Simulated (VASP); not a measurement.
Here is a VASP 6.6.1 calculation.

Contents of INCAR:

```
SYSTEM = AlRh2
PREC     = Accurate       ! precision mode
ENCUT    = 500            ! plane-wave cutoff, eV
EDIFF    = 1E-6           ! SCF threshold, eV
ISMEAR   = 0              ! smearing method
SIGMA    = 0.1            ! smearing width, eV
LREAL    = .FALSE.        ! projectors in reciprocal space
LASPH    = .TRUE.         ! aspherical terms in the spheres
NELM     = 120            ! most SCF steps
ALGO     = Normal         ! electronic algorithm
ISIF     = 2              ! what is computed and relaxed
LWAVE    = .FALSE.        ! write WAVECAR
LCHARG   = .FALSE.        ! write CHGCAR
GGA      = PE             ! functional
NBANDS   = 24             ! bands
GGA_COMPAT= .FALSE.
```

Contents of KPOINTS:

```
regular mesh
0
G
  6 6 6
  0 0 0
```

The input POSCAR:

```
AlRh2
1.0
    3.9547011182      0.0000000000      0.0000000000
   -1.9773505592      3.4248716328      0.0000000000
    0.0000000000      0.0000000000      2.7815951896
Al Rh
1 2
Direct
    0.0000000000      0.0000000000      0.0000000000
    0.3333333333      0.6666666667      0.5000000000
    0.6666666667      0.3333333333      0.5000000000
```

Potentials or basis: VASP PAW PBE potentials, release 64 (Al, Rh_pv).

Command:

```sh
$ cat potpaw_PBE.64/Al/POTCAR potpaw_PBE.64/Rh_pv/POTCAR > POTCAR
$ mpirun -np 1 vasp_std > vasp.out
```

(1) What does it give for the pressure?

Answers

(1) 51.9 GPa.

Caveat: the k points lie up to 0.38 Å⁻¹ apart.
